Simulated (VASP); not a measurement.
**Cr: single point with PBE**

Cr:

```xyz
2
Lattice="3.8927 0.0000 0.0000 0.0000 3.8927 0.0002 0.0000 1.9464 1.4552" Properties=species:S:1:pos:R:3 pbc="T T T"
Cr    1.9464    1.9464    0.0001
Cr    0.0000    0.0000    0.0000
```

```yaml
Program: VASP 6.6.1
Task: single point
Functional: PBE
Potentials_or_basis: VASP PAW PBE potentials, release 64 (Cr_pv)
Cutoff: 520 eV
k_mesh: 9 × 9 × 23
Occupations: gaussian, width 0.1 eV
Spin: no spin polarisation
Dipole_correction: no
Further_INCAR_settings: ALGO = Fast; EDIFF = 1e-06; NBANDS = 19; ISYM = 0
```

* Pressure: 13.4 GPa
* Band gap on the k mesh: zero (bands 12 and 13 overlap by 2.35 eV)

Stress tensor (GPa, compression positive):
```
20.34  0.00  0.00
 0.00 20.28 -0.04
 0.00 -0.04 -0.35
```

Levels at points of the mesh, in eV from the Fermi level:
```tsv
k point	band 10	band 11	band 12	band 13	band 14	band 15
(0.00, 0.00, 0.00)	-1.12	-1.12	-0.66	0.92	1.41	1.54
```

Run time: 5.1 min on 1 thread of Intel(R) Xeon(R) Platinum 8488C (Sapphire Rapids), with other jobs on the host, peak memory 0.4 GiB.

Caveat: the stress differs along the axes, from -0 to 20 GPa; the run has no spin polarisation, though such a crystal can be magnetic. Spin polarisation is off, so any magnetic state and its effect on volume and gap are missing.
